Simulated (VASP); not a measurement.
Li, 1 atom in the cell. Symmetry: Im-3m, No. 229, cubic system. The conventional cell has a = 3.438 Å, b = 3.438 Å, c = 3.438 Å, α = 90.00°, β = 90.00°, γ = 90.00°. Within 3.9 Å of Li (site symmetry m-3m) lie 14 Li at 2.98 to 3.44 Å. 

```yaml
Program: VASP 6.6.1
Task: single point
Functional: LDA
Potentials_or_basis: VASP PAW LDA potentials, release 64 (Li_sv)
Cutoff: 520 eV
k_mesh: 11 × 11 × 11
Occupations: fermi-dirac, width 0.05 eV
Spin: no spin polarisation
Dipole_correction: no
Further_INCAR_settings: ALGO = Fast; EDIFF = 1e-06; NBANDS = 8
```

Potentials or basis: VASP PAW LDA potentials, release 64 (Li_sv).

Run with:

```sh
$ cat potpaw_LDA.64/Li_sv/POTCAR > POTCAR
$ mpirun -np 1 vasp_std > vasp.out
```

Hardware: 1 thread of Intel(R) Xeon(R) 6975P-C (Granite Rapids), with other jobs on the host.

Q: How long does it take, and how much memory?

A: Wall time 3.1 s on 1 thread of Intel(R) Xeon(R) 6975P-C (Granite Rapids), on a shared host, peak memory 0.11 GiB. Counts: scf iterations 11, k points 56.
